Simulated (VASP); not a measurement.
Input of a VASP 6.6.1 run:

The input INCAR:

```
SYSTEM = InSb
PREC     = Accurate       ! precision mode
ENCUT    = 520            ! plane-wave cutoff, eV
EDIFF    = 1E-6           ! SCF threshold, eV
ISMEAR   = 0              ! smearing method
SIGMA    = 0.02           ! smearing width, eV
LREAL    = .FALSE.        ! projectors in reciprocal space
LASPH    = .TRUE.         ! aspherical terms in the spheres
NELM     = 80             ! most SCF steps
ALGO     = Normal         ! electronic algorithm
ISIF     = 2              ! what is computed and relaxed
LWAVE    = .FALSE.        ! write WAVECAR
LCHARG   = .TRUE.         ! write CHGCAR
GGA      = PE             ! functional
LELF     = .TRUE.         ! ELF
LVHAR    = .TRUE.       
NBANDS   = 26             ! bands
```

File KPOINTS:

```
Automatic mesh
0
G
  10 10 8
  0 0 0
```

File POSCAR:

```
InSb
1.0
    3.0633140000     -3.0813730000      0.0000000000
    3.0633140000      3.0813730000      0.0000000000
    0.0000000000      0.0000000000      6.1268940000
In Sb
2 2
Direct
    0.2794110000      0.7205890000      0.2500000000
    0.7205890000      0.2794110000      0.7500000000
    0.7772050000      0.2227950000      0.2500000000
    0.2227950000      0.7772050000      0.7500000000
```

Potentials or basis: VASP PAW PBE potentials, release 64 (In_d, Sb).

Run with:

```console
$ cat potpaw_PBE.64/In_d/POTCAR potpaw_PBE.64/Sb/POTCAR > POTCAR
$ mpirun -np 1 vasp_std > vasp.out
```

Predict the pressure.

0.1 GPa.

Predict the band gap on the k mesh.

zero (band 18 reaches 7.21 eV, above the bottom of band 19 at 4.56 eV).

Forces on the atoms (eV/Å):
```
In   0.000 -0.007  0.000
In   0.000  0.007  0.000
Sb   0.000  0.000  0.000
Sb   0.000  0.000  0.000
```

Caveat: spin-orbit coupling is left out, which moves the levels of the heavy elements.
